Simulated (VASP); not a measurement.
# Li (Fm-3m) in VASP: a series of runs

The runs below take Li through relaxation of cell and atoms, with LDA.

Everything below comes from runs of VASP 6.6.1. Logs are shortened: lines on timing, memory, paths and dates and some standing lists are left out, and cuts for length are marked.

**1. The cell of the first run**

Symmetry: Fm-3m, No. 225, cubic system. The conventional cell has a = 4.420 Å, b = 4.420 Å, c = 4.420 Å, α = 90.00°, β = 90.00°, γ = 90.00°. Li (site symmetry m-3m) has 12 Li at 3.13 Å within 4.1 Å.

**2. Relaxation of cell and atoms, LDA**

The input, INCAR:

```
PREC = Accurate ; ENCUT = 600
EDIFF = 1E-7 ; ISMEAR = 1
SIGMA = 0.05 ; LREAL = False
LASPH = True ; NELM = 80
ALGO = Normal ; ISIF = 3
LWAVE = False ; LCHARG = False
GGA = CA ; IBRION = 2
NSW = 80 ; EDIFFG = -0.01
```

The input, KPOINTS:

```
Automatic mesh
0
Gamma
  9 9 9
```

The input, POSCAR:

```
Li
1.0
    4.4200000000      0.0000000000      0.0000000000
    0.0000000000      4.4200000000      0.0000000000
    0.0000000000      0.0000000000      4.4200000000
Li
4
Direct
    0.0000000000      0.0000000000      0.0000000000
    0.0000000000      0.5000000000      0.5000000000
    0.5000000000      0.0000000000      0.5000000000
    0.5000000000      0.5000000000      0.0000000000
```

Potentials or basis: VASP PAW LDA potentials, release 64 (Li_sv).

On the command line:

```console
cat potpaw_LDA.64/Li_sv/POTCAR > POTCAR
mpirun -np 1 vasp_std > vasp.out
```

OUTCAR:

```text
PREC = Accurate
   ENCUT = 600
   EDIFF = 1E-7
   ISMEAR = 1
   LREAL = False
   LASPH = True
   NELM = 80
   ISIF = 3
   GGA = CA
   IBRION = 2
   NSW = 80
   EDIFFG = -0.01

 ion  position               nearest neighbor table
   1  0.000  0.000  0.000-
   2  0.000  0.500  0.500-
   3  0.500  0.000  0.500-
   4  0.500  0.500  0.000-

  LATTYP: Found a simple cubic cell.
 ALAT       =     4.4200000000

  Lattice vectors:

 A1 = (   4.4200000000,   0.0000000000,   0.0000000000)
 A2 = (   0.0000000000,   4.4200000000,   0.0000000000)
 A3 = (   0.0000000000,   0.0000000000,   4.4200000000)

Analysis of symmetry for initial positions (statically):
=====================================================================
 Subroutine PRICEL returns following result:

  LATTYP: Found a face centered cubic cell.
 ALAT       =     4.4200000000

  Lattice vectors:

 A1 = (   2.2100000000,  -2.2100000000,   0.0000000000)
 A2 = (   2.2100000000,   0.0000000000,   2.2100000000)
 A3 = (   0.0000000000,  -2.2100000000,   2.2100000000)

   4 primitive cells build up your supercell.

 Routine SETGRP: Setting up the symmetry group for a
 simple cubic supercell.

 Subroutine GETGRP returns: Found 48 space group operations
 (whereof 48 operations were pure point group operations)
 out of a pool of 48 trial point group operations.

The static configuration has the point symmetry O_h .

Analysis of symmetry for dynamics (positions and initial velocities):
=====================================================================
 Subroutine PRICEL returns following result:

  LATTYP: Found a face centered cubic cell.
 ALAT       =     4.4200000000

  Lattice vectors:

 A1 = (   2.2100000000,  -2.2100000000,   0.0000000000)
 A2 = (   2.2100000000,   0.0000000000,   2.2100000000)
 A3 = (   0.0000000000,  -2.2100000000,   2.2100000000)

   4 primitive cells build up your supercell.

 Routine SETGRP: Setting up the symmetry group for a
 simple cubic supercell.

 Subroutine GETGRP returns: Found 48 space group operations
 (whereof 48 operations were pure point group operations)
 out of a pool of 48 trial point group operations.

The dynamic configuration has the point symmetry O_h .

 Subroutine INISYM returns: Found 48 space group operations
 (whereof 48 operations are pure point group operations),
 and found     4 'primitive' translations

----------------------------------------------------------------------------------------

                                     Primitive cell

  volume of cell :      21.5877

  direct lattice vectors                    reciprocal lattice vectors
     2.210000000 -2.210000000  0.000000000     0.226244344 -0.226244344 -0.226244344
     2.210000000  0.000000000  2.210000000     0.226244344  0.226244344  0.226244344
     0.000000000 -2.210000000  2.210000000    -0.226244344 -0.226244344  0.226244344

  length of vectors
     3.125411973  3.125411973  3.125411973     0.391866699  0.391866699  0.391866699

  position of ions in fractional coordinates (direct lattice)
     0.000000000  0.000000000  0.000000000

  ion indices of the primitive-cell ions
   primitive index   ion index
                 1           1

----------------------------------------------------------------------------------------

 KPOINTS: Automatic mesh

Automatic generation of k-mesh.
 Grid dimensions read from file:
 generate k-points for:    9    9    9

 Generating k-lattice:

  Cartesian coordinates                     Fractional coordinates (reciprocal lattice)
     0.025138260  0.000000000  0.000000000     0.111111111  0.000000000  0.000000000
     0.000000000  0.025138260  0.000000000     0.000000000  0.111111111  0.000000000
     0.000000000  0.000000000  0.025138260     0.000000000  0.000000000  0.111111111

  Length of vectors
     0.025138260  0.025138260  0.025138260

  Shift w.r.t. Gamma in fractional coordinates (k-lattice)
     0.000000000  0.000000000  0.000000000

 Subroutine IBZKPT returns following result:
 ===========================================

 Found     35 irreducible k-points:

 Following reciprocal coordinates:
            Coordinates               Weight
  0.000000  0.000000  0.000000      1.000000
  0.111111  0.000000  0.000000      6.000000
  0.222222  0.000000  0.000000      6.000000
  0.333333  0.000000  0.000000      6.000000
  0.444444  0.000000  0.000000      6.000000
  0.111111  0.111111  0.000000     12.000000
[... 16 lines left out ...]
  0.333333  0.333333  0.111111     24.000000
  0.444444  0.333333  0.111111     48.000000
 [... further k-points ...]
   k-points           NKPTS =     35   k-points in BZ     NKDIM =     35   number of bands    NBANDS=     10
   number of dos      NEDOS =    301   number of ions     NIONS =      4
   total plane-waves  NPLWV =  46656
   dimension x,y,z NGX =    36 NGY =   36 NGZ =   36
   dimension x,y,z NGXF=    72 NGYF=   72 NGZF=   72
   ions per type =               4
   NGX,Y,Z   is equivalent  to a cutoff of  13.54, 13.54, 13.54 a.u.
   NGXF,Y,Z  is equivalent  to a cutoff of  27.08, 27.08, 27.08 a.u.
 SYSTEM =  unknown system
   PREC   = accura    normal or accurate (medium, high low for compatibility)
   ISTART =      0    job   : 0-new  1-cont  2-samecut
   ICHARG =      2    charge: 1-file 2-atom 10-const
   ISPIN  =      1    spin polarized calculation?
   LNONCOLLINEAR =      F non collinear calculations
   LSORBIT =      F    spin-orbit coupling
   LASPH  =      T    aspherical Exc in radial PAW
   ENCUT  =  600.0 eV  44.10 Ry    6.64 a.u.   8.83  8.83  8.83*2*pi/ulx,y,z
   NELM   =     80;   NELMIN=  2; NELMDL= -5     # of ELM steps
   EDIFF  = 0.1E-06   stopping-criterion for ELM
   LREAL  =      F    real-space projection
   EDIFFG = -.1E-01   stopping-criterion for IOM
   NSW    =     80    number of steps for IOM
   IBRION =      2    ionic relax: 0-MD 1-quasi-New 2-CG
   NFREE  =      1    steps in history (QN), initial steepest desc. (CG)
   ISIF   =      3    stress and relaxation
   ISYM   =      2    0-nonsym 1-usesym 2-fastsym
   POTIM  = 0.5000    time-step for ionic-motion
   TEBEG  =    0.0;   TEEND  =   0.0 temperature during run
   PSTRESS=    0.0 pullay stress
   NELECT =      12.0000    total number of electrons
   NUPDOWN=      -1.0000    fix difference up-down
   EMIN   =  10.00;   EMAX   =-10.00  energy-range for DOS
   EFERMI =   0.00;   METHOD = LEGACY
   ISMEAR =     1;   SIGMA  =   0.05  broadening in eV -4-tet -1-fermi 0-gaus
   EFERMI_NEDOS =   21; number of points for ismear=-14 and -15
   IALGO  =     38    algorithm
   IMIX   =      4    mixing-type and parameters
     AMIX     =   0.40;   BMIX     =  1.00
     AMIX_MAG =   1.60;   BMIX_MAG =  1.00
  volume/ion in A,a.u.               =      21.59       145.68
  Fermi-wavevector in a.u.,A,eV,Ry     =   0.847968  1.602428  9.783274  0.719050
  Thomas-Fermi vector in A             =   1.963558
   LORBIT       =      0    0 simple, 1 ext, 2 COOP (PROOUT), +10 PAW based schemes
   GGA     = CA    functional components
   LHFCALC =     F    Hartree Fock is set to
   AEXX    =    0.0000 exact exchange contribution
   IVDW    =     0    specifies the selected vdW correction
   LEPSILON=     F    determine dielectric tensor
   LRPA    =     F    only Hartree local field effects (RPA)
 conjugate gradient relaxation of ions
 non-spin polarized calculation
 Methfessel and Paxton  Order N= 1 SIGMA  =   0.05
  energy-cutoff  :      600.00
  volume of cell :       86.35
 maximum number of plane-waves:      2904
 NGX is ok and might be reduce to    36
   NGX = 17   NGY = 17   NGZ = 17

--------------------------------------- Ionic step        1  -------------------------------------------

 number of electron      12.0000005 magnetization

 Free energy of the ion-electron system (eV)
  ---------------------------------------------------
  ext. energy  EPLUGINS =         0.00000000
  ---------------------------------------------------
  free energy    TOTEN  =        -8.13653142 eV

  energy without entropy =       -8.13546552  energy(sigma->0) =       -8.13617612

------------------------ aborting loop because EDIFF is reached ----------------------------------------

  FORCE on cell =-STRESS in cart. coord.  units (eV):
  Direction    XX          YY          ZZ          XY          YZ          ZX
  --------------------------------------------------------------------------------------
  -------------------------------------------------------------------------------------
  Total       -0.9302419     -0.9302419     -0.9302419     -0.0000000     -0.0000000     -0.0000000
  in kB      -17.2599554    -17.2599554    -17.2599554     -0.0000000     -0.0000000     -0.0000000
  external PRESSURE =     -17.2599554 kB  Pullay stress =       0.0000000 kB
[... 99 lines left out ...]
  energy  without entropy=       -8.2043533012  energy(sigma->0) =       -8.20504231

--------------------------------------- Ionic step        4  -------------------------------------------

 number of electron      12.0000036 magnetization

 Free energy of the ion-electron system (eV)
  ---------------------------------------------------
  ext. energy  EPLUGINS =         0.00000000
  ---------------------------------------------------
  free energy    TOTEN  =        -8.20844340 eV

  energy without entropy =       -8.20761703  energy(sigma->0) =       -8.20816795

 E-fermi :   0.8640     XC(G=0):  -7.3731

 val. band max:        0.8252479613   @ k =   0.4444   0.4444   0.4444
 cond. band min:       0.8670147556   @ k =   0.3333   0.3333   0.2222
 fundamental gap:      0.0417667943
 Fermi energy:         0.8639749601

 k-point     1 :       0.0000    0.0000    0.0000
  band No.  band energies     occupation
      1     -44.6181      2.00000
      2     -44.5804      2.00000
      3     -44.5804      2.00000
      4     -44.5804      2.00000
      5      -2.7459      2.00000
      6       2.4201      0.00000
      7       2.4201      0.00000
      8       2.4201      0.00000
      9       5.9548      0.00000
     10       5.9548      0.00000
[... 287 lines left out ...]
 k-point    24 :       0.4444    0.3333    0.1111
  band No.  band energies     occupation
      1     -44.5964      2.00000
      2     -44.5917      2.00000
      3     -44.5859      2.00000
      4     -44.5844      2.00000
      5      -0.8005      2.00000
      6      -0.1180      2.00000
      7       1.2179     -0.00000
      8       1.8279     -0.00000
      9       4.7109      0.00000
     10       5.4754      0.00000

 [... further k-points ...]
[... 5 lines left out ...]
  --------------------------------------------------------------------------------------
  -------------------------------------------------------------------------------------
  Total        0.0290760      0.0290760      0.0290760     -0.0000000      0.0000000      0.0000000
  in kB        0.6282690      0.6282690      0.6282690     -0.0000000      0.0000000      0.0000000
  external PRESSURE =       0.6282690 kB  Pullay stress =       0.0000000 kB
[... 19 lines left out ...]
  FREE ENERGIE OF THE ION-ELECTRON SYSTEM (eV)
  ---------------------------------------------------
  free  energy   TOTEN  =        -8.2084434038 eV

  energy  without entropy=       -8.2076170289  energy(sigma->0) =       -8.20816795

 reached required accuracy - stopping structural energy minimisation
```

It took 87 s on 1 thread of Intel Xeon 6975P-C, shared host; peak memory 0.18 GiB.

Results:

| Item | Value |
| --- | --- |
| Free energy | -8.2084 eV |
| Relaxed volume | 18.54 Å³/atom |
| Relaxed cell | a = 4.201 Å, b = 4.201 Å, c = 4.201 Å, α = 90.00°, β = 90.00°, γ = 90.00° |
| Space group after relaxing (to 0.05 Å) | Fm-3m (No. 225) |
| Energy gained by relaxing | 18.0 meV/atom |
| Ionic steps | 4 |
| Pressure after relaxing | 0.1 GPa |
| Band gap on the k mesh | zero (band 6 reaches 2.42 eV, above the bottom of band 7 at 0.35 eV) |

Step by step:
```tsv
step	energy change (eV)	largest force (eV/Å)	pressure (GPa)	volume (Å³)
1	0.0000	0.0000	-1.73	86.35
2	-0.0282	0.0000	-1.42	83.48
3	-0.0689	0.0000	-0.43	76.69
4	-0.0719	0.0000	0.06	74.15
```

Final structure:
```
Li
1.0
     4.20113    0.00000    0.00000
     0.00000    4.20113    0.00000
     0.00000    0.00000    4.20113
Li
4
Cartesian
  4.2011 0.0000 0.0000
  0.0000 2.1006 2.1006
  2.1006 4.2011 2.1006
  2.1006 2.1006 4.2011
```

Levels at points of the mesh, in eV from the Fermi level:
| k point | band 4 | band 5 | band 6 | band 7 | band 8 | band 9 |
| --- | --- | --- | --- | --- | --- | --- |
| (0.00, 0.00, 0.00) | -45.44 | -3.61 | 1.56 | 1.56 | 1.56 | 5.09 |

Caveat: the cutoff is under 1.25 times the usual one of these potentials, so pressure, stress and relaxed cells hold a basis-set (Pulay) error.

**3. Relaxation of cell and atoms, LDA**

This run uses another cell than the first one, of 18.89 Å³/atom, 0.875 times its volume.

The input, INCAR:

```
ALGO = Normal
EDIFF = 1E-7
EDIFFG = -0.01
ENCUT = 600
IBRION = 2
ISIF = 3
ISMEAR = 1
LASPH = True
LCHARG = False
LREAL = False
LWAVE = False
NELM = 80
NSW = 80
PREC = Accurate
SIGMA = 0.05
```

The input, KPOINTS:

```
k-points
0
Gamma
  10 10 10
```

The input, POSCAR:

```
Li
1.0
    4.2273373155      0.0000000000      0.0000000000
    0.0000000000      4.2273373155      0.0000000000
    0.0000000000      0.0000000000      4.2273373155
Li
4
Direct
    0.0000000000      0.0000000000      0.0000000000
    0.0000000000      0.5000000000      0.5000000000
    0.5000000000      0.0000000000      0.5000000000
    0.5000000000      0.5000000000      0.0000000000
```

Potentials or basis: VASP PAW LDA potentials, release 64 (Li_sv).

On the command line:

```console
cat potpaw_LDA.64/Li_sv/POTCAR > POTCAR
mpirun -np 1 vasp_std > vasp.out
```

Run time: 56 s. Hardware: 1 thread of Intel Xeon 6975P-C, shared host; peak memory 0.18 GiB.

It converged, with:

```
Free energy                            : -8.1910 eV
Relaxed volume                         : 18.85 Å³/atom
Relaxed cell                           : a = 4.225 Å, b = 4.225 Å, c = 4.225 Å, α = 90.00°, β = 90.00°, γ = 90.00°
Space group after relaxing (to 0.05 Å) : Fm-3m (No. 225)
Energy gained by relaxing              : 0.0 meV/atom
Ionic steps                            : 2
Pressure after relaxing                : -0.1 GPa
Band gap on the k mesh                 : zero (band 6 reaches 2.36 eV, above the bottom of band 7 at 0.26 eV)
```

Final structure:
```
Li
1.0
     4.22502    0.00000    0.00000
     0.00000    4.22502    0.00000
     0.00000    0.00000    4.22502
Li
4
Direct
  0.00000 0.00000 0.00000
  0.00000 0.50000 0.50000
  0.50000 0.00000 0.50000
  0.50000 0.50000 0.00000
```

Levels at points of the mesh, in eV from the Fermi level:
```
           k point  band 3  band 4  band 5  band 6  band 7  band 8  band 9  band 10
(0.00, 0.00, 0.00)  -45.48  -45.48   -3.60    1.53    1.53    1.53    5.02     5.02
(0.50, 0.00, 0.00)  -45.48  -45.48   -2.08   -2.08    3.59    3.59    3.59     3.59
(0.50, 0.50, 0.00)  -45.49  -45.49   -0.56   -0.56   -0.56   -0.56    5.64     5.64
(0.50, 0.50, 0.50)  -45.49  -45.49   -0.07   -0.07   -0.07   -0.07    3.20     3.20
```

Caveat: the cutoff is under 1.25 times the usual one of these potentials, so pressure, stress and relaxed cells hold a basis-set (Pulay) error.
